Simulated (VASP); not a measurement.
Here is a VASP 6.6.1 calculation.

File INCAR:

```
PREC = Accurate ; ENCUT = 520
EDIFF = 1E-6 ; ISMEAR = -1
SIGMA = 0.05 ; LREAL = False
LASPH = True ; NELM = 80
ALGO = Normal ; ISIF = 2
LWAVE = False ; LCHARG = True
GGA = PE ; LELF = True
LVHAR = True ; NBANDS = 21
```

Contents of KPOINTS:

```
regular mesh
0
Gamma
  9 9 9
```

Contents of POSCAR:

```
GeW
1.0
    0.0000000000      2.5249909497      2.5249909497
    2.5249909497      0.0000000000      2.5249909497
    2.5249909497      2.5249909497      0.0000000000
Ge W
1 1
Direct
    0.5000000000      0.5000000000      0.5000000000
    0.0000000000      0.0000000000      0.0000000000
```

Potentials or basis: VASP PAW PBE potentials, release 64 (Ge_d, W_sv).

Command:

```console
$ cat potpaw_PBE.64/Ge_d/POTCAR potpaw_PBE.64/W_sv/POTCAR > POTCAR
$ mpirun -np 1 vasp_std > vasp.out
```

Predict the pressure.

12.8 GPa.

Estimate the band gap on the k mesh.

zero (band 14 reaches 10.47 eV, above the bottom of band 15 at 8.60 eV).

Caveat: spin-orbit coupling is left out, which moves the levels of the heavy elements.
